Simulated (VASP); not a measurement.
Here is a VASP 6.6.1 calculation.

INCAR

```
PREC = Accurate
ENCUT = 520
EDIFF = 1E-7
ISMEAR = 0
SIGMA = 0.02
LREAL = False
LASPH = True
NELM = 80
ALGO = Normal
ISIF = 2
LWAVE = False
LCHARG = False
LDIPOL = True
IDIPOL = 3
DIPOL = 0.5 0.5 0.500
NBANDS = 21
```

KPOINTS

```
regular mesh
0
Gamma
  24 24 1
```

File POSCAR:

```
C
1.0
    2.4610000000      0.0000000000      0.0000000000
   -1.2305000000      2.1312885187      0.0000000000
    0.0000000000      0.0000000000     24.7080000000
C
6
Direct
    0.0000000000      0.0000000000      0.3642544925
    0.3333333333      0.6666666667      0.3642544925
    0.0000000000      0.0000000000      0.5000000000
    0.6666666667      0.3333333333      0.5000000000
    0.0000000000      0.0000000000      0.6357455075
    0.3333333333      0.6666666667      0.6357455075
```

Potentials or basis: VASP PAW LDA potentials, release 64 (C).

Command:

```console
$ cat potpaw_LDA.64/C/POTCAR > POTCAR
$ mpirun -np 1 vasp_std > vasp.out
```

Q: Predict the largest force.

A: 0.012 eV/Å.

Forces in eV/Å, atoms in the order of the input:
```
C    0.000  0.000  0.012
C    0.000  0.000 -0.005
C    0.000  0.000  0.000
C    0.000  0.000  0.000
C    0.000  0.000 -0.012
C    0.000  0.000  0.005
```
